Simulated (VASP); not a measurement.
Write the native input for VASP 6.6.1 that does the following.

| Quantity | Value |
| --- | --- |
| Task | single point |
| Functional | LDA |
| Potentials or basis | VASP PAW LDA potentials, release 64 (Ta_sv_GW, N) |
| Cutoff | 600 eV |
| k mesh | 18 × 18 × 18 |
| Occupations | gaussian, width 0.15 eV |
| Spin | no spin polarisation |
| Dipole correction | no |
| Second run | valence_matched |
| Further INCAR settings | ALGO = Normal; EDIFF = 1e-06; NBANDS = 16 |

The structure of TaN lies in POSCAR:

```
TaN
1.0
    0.0000000000      2.1375325951      2.1375325951
    2.1375325951      0.0000000000      2.1375325951
    2.1375325951      2.1375325951      0.0000000000
Ta N
1 1
Direct
    0.4956556505      0.5043443495      0.5043443495
    0.0561219980     -0.0561219980     -0.0561219980
```

These files were run (other wordings do the same):

INCAR

```
ALGO = Normal
EDIFF = 1E-6
ENCUT = 600
GGA = CA
GGA_COMPAT = F
ISIF = 2
ISMEAR = 0
LASPH = T
LCHARG = T
LELF = T
LREAL = F
LVHAR = T
LWAVE = F
NBANDS = 16
NELM = 120
PREC = Accurate
SIGMA = 0.15
```

KPOINTS

```
k-points
0
Gamma
  18 18 18
```

Potentials or basis: VASP PAW LDA potentials, release 64 (Ta_sv_GW, N).

Command:

```sh
$ cat potpaw_LDA.64/Ta_sv_GW/POTCAR potpaw_LDA.64/N/POTCAR > POTCAR
$ mpirun -np 1 vasp_std > vasp.out
```

Results of the run:

```
Pressure               : 38.4 GPa
Largest force          : 4.288 eV/Å
Band gap on the k mesh : zero (band 9 reaches 16.52 eV, above the bottom of band 10 at 13.19 eV)
```

Caveat: spin-orbit coupling is left out, which moves the levels of the heavy elements; forces of over 1 eV/Å act on the atoms, so gaps and moduli don't describe the material at rest.

It took 47 s on 1 thread of Intel(R) Xeon(R) 6975P-C (Granite Rapids) (shared host), peak memory 0.3 GiB.
